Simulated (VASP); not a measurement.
# ZnS in VASP: notebook

ZnS is run at these levels: PBEsol; tasks: single point.

All numbers are computed with VASP 6.6.1; they aren't measurements. Logs are shortened: lines on timing, memory, paths and dates and some standing lists are left out, and cuts for length are marked.

## Step 1: The cell of the first run

Symmetry: P6_3mc, No. 186, hexagonal system. The conventional cell has a = 3.782 Å, b = 3.782 Å, c = 6.208 Å, α = 90.00°, β = 90.00°, γ = 120.00°. Within 2.9 Å of Zn (site symmetry 3m) lie 3 S at 2.19 Å. S (site symmetry 3m) has 3 Zn at 2.19 Å within 2.9 Å.

## Step 2: Single point, PBEsol (atoms displaced along a vibrational mode)

The input, INCAR:

```
PREC = Accurate ; ENCUT = 520
EDIFF = 1E-6 ; ISMEAR = 0
SIGMA = 0.01 ; LREAL = False
LASPH = True ; NELM = 80
ALGO = Normal ; ISIF = 2
LWAVE = False ; LCHARG = False
GGA = PS ; NBANDS = 26
```

The input, KPOINTS:

```
regular mesh
0
Gamma
  12 12 6
```

The input, POSCAR:

```
ZnS
1.0
    3.7822342358      0.0000000000      0.0000000000
   -1.8911171179      3.2755109313      0.0000000000
    0.0000000000      0.0000000000      6.2081486949
Zn S
2 2
Direct
    0.3333333333      0.6666666667     -0.0562071360
    0.6666666667      0.3333333333      0.4437928640
    0.3333333333      0.6666666667      0.4312071360
    0.6666666667      0.3333333333      0.9312071360
```

Potentials or basis: VASP PAW PBE potentials, release 64 (Zn, S).

The run is started by

```sh
cat potpaw_PBE.64/Zn/POTCAR potpaw_PBE.64/S/POTCAR > POTCAR
mpirun -np 1 vasp_std > vasp.out
```

OUTCAR:

```text
PREC = Accurate
   ENCUT = 520
   EDIFF = 1E-6
   ISMEAR = 0
   LREAL = False
   LASPH = True
   NELM = 80
   ISIF = 2
   GGA = PS

 ion  position               nearest neighbor table
   1  0.333  0.667  0.944-   4 2.19   4 2.19   4 2.19
   2  0.667  0.333  0.444-   3 2.19   3 2.19   3 2.19
   3  0.333  0.667  0.431-   2 2.19   2 2.19   2 2.19
   4  0.667  0.333  0.931-   1 2.19   1 2.19   1 2.19

  LATTYP: Found a hexagonal cell.
 ALAT       =     3.7822342358
 C/A-ratio  =     1.6413972028

  Lattice vectors:

 A1 = (   3.7822342358,   0.0000000000,   0.0000000000)
 A2 = (  -1.8911171179,   3.2755109313,   0.0000000000)
 A3 = (   0.0000000000,   0.0000000000,   6.2081486949)

Analysis of symmetry for initial positions (statically):
=====================================================================
 Subroutine PRICEL returns:
 Original cell was already a primitive cell.

 Routine SETGRP: Setting up the symmetry group for a
 hexagonal supercell.

 Subroutine GETGRP returns: Found 12 space group operations
 (whereof  6 operations were pure point group operations)
 out of a pool of 24 trial point group operations.

The static configuration has the point symmetry C_3v.
 The point group associated with its full space group is C_6v.

Analysis of symmetry for dynamics (positions and initial velocities):
=====================================================================
 Subroutine PRICEL returns:
 Original cell was already a primitive cell.

 Routine SETGRP: Setting up the symmetry group for a
 hexagonal supercell.

 Subroutine GETGRP returns: Found 12 space group operations
 (whereof  6 operations were pure point group operations)
 out of a pool of 24 trial point group operations.

The dynamic configuration has the point symmetry C_3v.
 The point group associated with its full space group is C_6v.

 Subroutine INISYM returns: Found 12 space group operations
 (whereof  6 operations are pure point group operations),
 and found     1 'primitive' translations

----------------------------------------------------------------------------------------

                                     Primitive cell

  volume of cell :      76.9112

  direct lattice vectors                    reciprocal lattice vectors
     3.782234236  0.000000000  0.000000000     0.264393990  0.152647941  0.000000000
    -1.891117118  3.275510931  0.000000000     0.000000000  0.305295882  0.000000000
     0.000000000  0.000000000  6.208148695     0.000000000  0.000000000  0.161078616

  length of vectors
     3.782234236  3.782234236  6.208148695     0.305295882  0.305295882  0.161078616

  position of ions in fractional coordinates (direct lattice)
     0.333333333  0.666666667  0.943792864
     0.666666667  0.333333333  0.443792864
     0.333333333  0.666666667  0.431207136
     0.666666667  0.333333333  0.931207136

  ion indices of the primitive-cell ions
   primitive index   ion index
                 1           1
                 2           2
                 3           3
                 4           4

----------------------------------------------------------------------------------------

 KPOINTS: regular mesh

Automatic generation of k-mesh.
 Grid dimensions read from file:
 generate k-points for:   12   12    6

 Generating k-lattice:

  Cartesian coordinates                     Fractional coordinates (reciprocal lattice)
     0.022032832  0.012720662  0.000000000     0.083333333 -0.000000000  0.000000000
     0.000000000  0.025441324  0.000000000     0.000000000  0.083333333  0.000000000
     0.000000000  0.000000000  0.026846436     0.000000000  0.000000000  0.166666667

  Length of vectors
     0.025441324  0.025441324  0.026846436

  Shift w.r.t. Gamma in fractional coordinates (k-lattice)
     0.000000000  0.000000000  0.000000000

 Subroutine IBZKPT returns following result:
 ===========================================

 Found     76 irreducible k-points:

 Following reciprocal coordinates:
            Coordinates               Weight
  0.000000  0.000000  0.000000      1.000000
  0.083333  0.000000  0.000000      6.000000
  0.166667  0.000000  0.000000      6.000000
  0.250000  0.000000  0.000000      6.000000
  0.333333  0.000000  0.000000      6.000000
  0.416667  0.000000  0.000000      6.000000
[... 16 lines left out ...]
  0.250000  0.000000  0.166667     12.000000
  0.333333  0.000000  0.166667     12.000000
 [... further k-points ...]
   k-points           NKPTS =     76   k-points in BZ     NKDIM =     76   number of bands    NBANDS=     26
   number of dos      NEDOS =    301   number of ions     NIONS =      4
   total plane-waves  NPLWV =  37632
   dimension x,y,z NGX =    28 NGY =   28 NGZ =   48
   dimension x,y,z NGXF=    56 NGYF=   56 NGZF=   96
   ions per type =               2   2
   NGX,Y,Z   is equivalent  to a cutoff of  12.31, 12.31, 12.85 a.u.
   NGXF,Y,Z  is equivalent  to a cutoff of  24.61, 24.61, 25.71 a.u.
 SYSTEM =  unknown system
   PREC   = accura    normal or accurate (medium, high low for compatibility)
   ISTART =      0    job   : 0-new  1-cont  2-samecut
   ICHARG =      2    charge: 1-file 2-atom 10-const
   ISPIN  =      1    spin polarized calculation?
   LNONCOLLINEAR =      F non collinear calculations
   LSORBIT =      F    spin-orbit coupling
   LASPH  =      T    aspherical Exc in radial PAW
   ENCUT  =  520.0 eV  38.22 Ry    6.18 a.u.   7.03  7.03 11.54*2*pi/ulx,y,z
   NELM   =     80;   NELMIN=  2; NELMDL= -5     # of ELM steps
   EDIFF  = 0.1E-05   stopping-criterion for ELM
   LREAL  =      F    real-space projection
   EDIFFG = 0.1E-04   stopping-criterion for IOM
   NSW    =      0    number of steps for IOM
   IBRION =     -1    ionic relax: 0-MD 1-quasi-New 2-CG
   NFREE  =      0    steps in history (QN), initial steepest desc. (CG)
   ISIF   =      2    stress and relaxation
   ISYM   =      2    0-nonsym 1-usesym 2-fastsym
   POTIM  = 0.5000    time-step for ionic-motion
   TEBEG  =    0.0;   TEEND  =   0.0 temperature during run
   PSTRESS=    0.0 pullay stress
   NELECT =      36.0000    total number of electrons
   NUPDOWN=      -1.0000    fix difference up-down
   EMIN   =  10.00;   EMAX   =-10.00  energy-range for DOS
   EFERMI =   0.00;   METHOD = LEGACY
   ISMEAR =     0;   SIGMA  =   0.01  broadening in eV -4-tet -1-fermi 0-gaus
   EFERMI_NEDOS =   21; number of points for ismear=-14 and -15
   IALGO  =     38    algorithm
   IMIX   =      4    mixing-type and parameters
     AMIX     =   0.40;   BMIX     =  1.00
     AMIX_MAG =   1.60;   BMIX_MAG =  1.00
  volume/ion in A,a.u.               =      19.23       129.76
  Fermi-wavevector in a.u.,A,eV,Ry     =   1.271098  2.402027 21.982809  1.615691
  Thomas-Fermi vector in A             =   2.404050
   LORBIT       =      0    0 simple, 1 ext, 2 COOP (PROOUT), +10 PAW based schemes
   GGA     = PS    functional components
   LHFCALC =     F    Hartree Fock is set to
   AEXX    =    0.0000 exact exchange contribution
   IVDW    =     0    specifies the selected vdW correction
   LEPSILON=     F    determine dielectric tensor
   LRPA    =     F    only Hartree local field effects (RPA)
 non-spin polarized calculation
 Gauss-broadening in eV      SIGMA  =   0.01
  energy-cutoff  :      520.00
  volume of cell :       76.91
 maximum number of plane-waves:      2086
   NGX = 15   NGY = 15   NGZ = 23

 number of electron      36.0000000 magnetization

 Free energy of the ion-electron system (eV)
  ---------------------------------------------------
  ext. energy  EPLUGINS =         0.00000000
  ---------------------------------------------------
  free energy    TOTEN  =       -14.30940440 eV

  energy without entropy =      -14.30940440  energy(sigma->0) =      -14.30940440

 E-fermi :   2.1559     XC(G=0):  -9.9357

 val. band max:        2.0535632250   @ k =   0.0833   0.0833   0.0000
 cond. band min:       4.5981300930   @ k =   0.0000   0.0000   0.0000
 fundamental gap:      2.5445668680
 Fermi energy:         2.1559358361

 k-point     1 :       0.0000    0.0000    0.0000
  band No.  band energies     occupation
      1     -11.2627      2.00000
      2     -10.4601      2.00000
      3      -4.7503      2.00000
      4      -4.7503      2.00000
      5      -4.7284      2.00000
      6      -4.7284      2.00000
[... 18 lines left out ...]
     25      10.7236      0.00000
     26      11.4283      0.00000

 k-point     2 :       0.0833    0.0000    0.0000
  band No.  band energies     occupation
      1     -11.2089      2.00000
      2     -10.4212      2.00000
      3      -4.7523      2.00000
      4      -4.7323      2.00000
      5      -4.7273      2.00000
      6      -4.7031      2.00000
[... 18 lines left out ...]
     25      10.4356      0.00000
     26      11.0928      0.00000

 k-point     3 :       0.1667    0.0000    0.0000
  band No.  band energies     occupation
      1     -11.0547      2.00000
      2     -10.3135      2.00000
      3      -4.7558      2.00000
      4      -4.7313      2.00000
      5      -4.6611      2.00000
      6      -4.6322      2.00000
[... 18 lines left out ...]
     25      10.2954      0.00000
     26      10.5202      0.00000

 k-point     4 :       0.2500    0.0000    0.0000
  band No.  band energies     occupation
      1     -10.8226      2.00000
      2     -10.1656      2.00000
      3      -4.7477      2.00000
      4      -4.6983      2.00000
      5      -4.5628      2.00000
      6      -4.5299      2.00000
[... 18 lines left out ...]
     25      10.4899      0.00000
     26      11.3769      0.00000

 k-point     5 :       0.3333    0.0000    0.0000
  band No.  band energies     occupation
      1     -10.5548      2.00000
      2     -10.0233      2.00000
      3      -4.7005      2.00000
      4      -4.6134      2.00000
      5      -4.4544      2.00000
      6      -4.4191      2.00000
[... 18 lines left out ...]
     25      11.1273      0.00000
     26      11.9741      0.00000

 k-point     6 :       0.4167    0.0000    0.0000
  band No.  band energies     occupation
      1     -10.3185      2.00000
      2      -9.9370      2.00000
      3      -4.6027      2.00000
      4      -4.4883      2.00000
      5      -4.3677      2.00000
      6      -4.3309      2.00000
[... 427 lines left out ...]
 k-point    21 :       0.0833    0.0000    0.1667
  band No.  band energies     occupation
      1     -11.1621      2.00000
      2     -10.4810      2.00000
      3      -4.7521      2.00000
      4      -4.7347      2.00000
      5      -4.7265      2.00000
      6      -4.7056      2.00000
[... 18 lines left out ...]
     25       9.4543      0.00000
     26      10.8244      0.00000

 k-point    22 :       0.1667    0.0000    0.1667
  band No.  band energies     occupation
      1     -11.0100      2.00000
      2     -10.3689      2.00000
      3      -4.7560      2.00000
      4      -4.7347      2.00000
      5      -4.6600      2.00000
      6      -4.6351      2.00000
[... 18 lines left out ...]
     25      10.1707      0.00000
     26      10.3719      0.00000

 k-point    23 :       0.2500    0.0000    0.1667
  band No.  band energies     occupation
      1     -10.7819      2.00000
      2     -10.2130      2.00000
      3      -4.7473      2.00000
      4      -4.7044      2.00000
      5      -4.5615      2.00000
      6      -4.5331      2.00000
[... 18 lines left out ...]
     25      10.4603      0.00000
     26      11.2165      0.00000

 k-point    24 :       0.3333    0.0000    0.1667
  band No.  band energies     occupation
      1     -10.5202      2.00000
      2     -10.0596      2.00000
      3      -4.6988      2.00000
      4      -4.6227      2.00000
      5      -4.4529      2.00000
      6      -4.4226      2.00000
[... 18 lines left out ...]
     25      11.2082      0.00000
     26      12.1218      0.00000

 [... further k-points ...]

------------------------ aborting loop because EDIFF is reached ----------------------------------------

  FORCE on cell =-STRESS in cart. coord.  units (eV):
  Direction    XX          YY          ZZ          XY          YZ          ZX
  --------------------------------------------------------------------------------------
  -------------------------------------------------------------------------------------
  Total        4.4883167      4.4883167     -0.3266547      0.0000000      0.0000000      0.0000000
  in kB       93.4984665     93.4984665     -6.8047146      0.0000000      0.0000000      0.0000000
  external PRESSURE =      60.0640728 kB  Pullay stress =       0.0000000 kB

 VOLUME and BASIS-vectors are now :
 -----------------------------------------------------------------------------
  energy-cutoff  :      520.00
  volume of cell :       76.91
      direct lattice vectors                 reciprocal lattice vectors
     3.782234236  0.000000000  0.000000000     0.264393990  0.152647941  0.000000000
    -1.891117118  3.275510931  0.000000000     0.000000000  0.305295882  0.000000000
     0.000000000  0.000000000  6.208148695     0.000000000  0.000000000  0.161078616

 POSITION                                       TOTAL-FORCE (eV/Angst)
 -----------------------------------------------------------------------------------
     -0.00000      2.18367      5.85921        -0.000000      0.000000      0.222086
      1.89112      1.09184      2.75513         0.000000     -0.000000      0.222086
     -0.00000      2.18367      2.67700         0.000000      0.000000     -0.222086
      1.89112      1.09184      5.78107        -0.000000      0.000000     -0.222086
 -----------------------------------------------------------------------------------
    total drift:                               -0.000000      0.000000     -0.001281

  FREE ENERGIE OF THE ION-ELECTRON SYSTEM (eV)
  ---------------------------------------------------
  free  energy   TOTEN  =       -14.3094044015 eV

  energy  without entropy=      -14.3094044015  energy(sigma->0) =      -14.30940440
```

Wall time 3.1 min (1 thread of Intel Xeon 8259CL, shared host); peak memory 0.27 GiB.

Results:

| Quantity | Value |
| --- | --- |
| Free energy | -14.3094 eV |
| Pressure | 6.0 GPa |
| Largest force | 0.222 eV/Å |
| Band gap on the k mesh | 2.54 eV (least direct gap 2.56 eV) |

Forces on the atoms (eV/Å):
```
Zn   0.000  0.000  0.222
Zn   0.000  0.000  0.222
S    0.000  0.000 -0.222
S    0.000  0.000 -0.222
```

Caveat: the cell differs from its parent crystal (atoms displaced along a vibrational mode); the cell stands under pressure; the PAW data sets were made with another functional, which shifts forces and pressure a little.

## Step 3: Single point, PBEsol

The input, INCAR:

```
ALGO = Normal ; EDIFF = 1E-7
ENCUT = 520 ; GGA = PS
ISIF = 2 ; ISMEAR = 0
LASPH = T ; LCHARG = T
LELF = T ; LREAL = F
LVHAR = T ; LWAVE = F
NBANDS = 26 ; NELM = 60
PREC = Accurate ; SIGMA = 0.01
```

The input, KPOINTS:

```
k-points
0
Gamma
  12 12 6
```

The input, POSCAR:

```
ZnS
1.0
    3.7822342358      0.0000000000      0.0000000000
   -1.8911171179      3.2755109313      0.0000000000
    0.0000000000      0.0000000000      6.2081486949
Zn S
2 2
Direct
    0.3333333333      0.6666666667     -0.0625000000
    0.6666666667      0.3333333333      0.4375000000
    0.3333333333      0.6666666667      0.4375000000
    0.6666666667      0.3333333333      0.9375000000
```

Potentials or basis: VASP PAW PBE potentials, release 64 (Zn, S).

The run is started by

```sh
cat potpaw_PBE.64/Zn/POTCAR potpaw_PBE.64/S/POTCAR > POTCAR
mpirun -np 1 vasp_std > vasp.out
```

It took 3.7 min on 1 thread of Intel Xeon 8259CL, shared host; peak memory 0.27 GiB.

It converged, with:

| Quantity | Value |
| --- | --- |
| Free energy | -14.2919 eV |
| Pressure | 6.1 GPa |
| Band gap on the k mesh | 2.54 eV (least direct gap 2.55 eV) |

Stress tensor (GPa, compression positive):
```
 9.46  0.00  0.00
 0.00  9.46  0.00
 0.00  0.00 -0.62
```

Levels at points of the mesh, in eV from the valence-band top:
```csv
k point,band 14,band 15,band 16,band 17,band 18,band 19,band 20,band 21,band 22,band 23
"(0.00, 0.00, 0.00)",-0.56,-0.56,-0.02,-0.01,-0.01,2.54,2.64,6.24,6.24,7.22
"(0.50, 0.00, 0.00)",-4.63,-2.41,-2.13,-1.62,-0.67,3.24,4.47,4.99,7.25,8.85
"(0.00, 0.00, 0.50)",-2.29,-0.29,-0.29,-0.29,-0.29,3.29,3.29,6.56,6.56,6.56
"(0.50, 0.00, 0.50)",-4.92,-2.03,-2.03,-0.64,-0.64,3.89,3.89,4.43,4.43,9.64
```

Caveat: the cell stands under pressure; the PAW data sets were made with another functional, which shifts forces and pressure a little. A k mesh can miss the band edges.
